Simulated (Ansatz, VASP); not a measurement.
**One calculation of Si7N, two programs**

```xyz
8
Lattice="0.0000 3.7888 3.7888 3.7888 0.0000 3.7888 3.7888 3.7888 0.0000" Properties=species:S:1:pos:R:3 pbc="T T T"
Si    0.0000    1.8944    1.8944
Si    3.7888    1.8944    1.8944
Si    1.8944    0.0000    1.8944
Si    1.8944    3.7888    1.8944
Si    1.8944    1.8944    0.0000
Si    1.8944    1.8944    3.7888
Si    3.7888    3.7888    3.7888
N     0.0000    0.0000    0.0000
```

Change from the starting cell: species swapped into the Zn7Tc type (Fm-3m, No. 225).

Alike in both runs: functional PBE; k mesh 4 × 4 × 4; occupations gaussian, width 0.2 eV; no spin polarisation.

Ansatz relaxed the structure, and its values are those at the end. VASP's run is a single point on that final structure, the one shown.

|  | VASP | Ansatz |
| --- | --- | --- |
| version | VASP 6.6.1 | Ansatz 0.2.0 |
| potentials or method | VASP PAW PBE potentials, release 64 (Si, N), cutoff 520 eV | scalar-relativistic, plane waves, PAW |
| valence electrons in the cell | 33 | 33 |

```csv
,VASP,Ansatz,Ansatz less VASP
gap on the k mesh at the Fermi level (eV),none,none,-
pressure (GPa),0.3,0.3,+0.04
```

A gap of «none» marks a metal or a gap that the smearing closes.
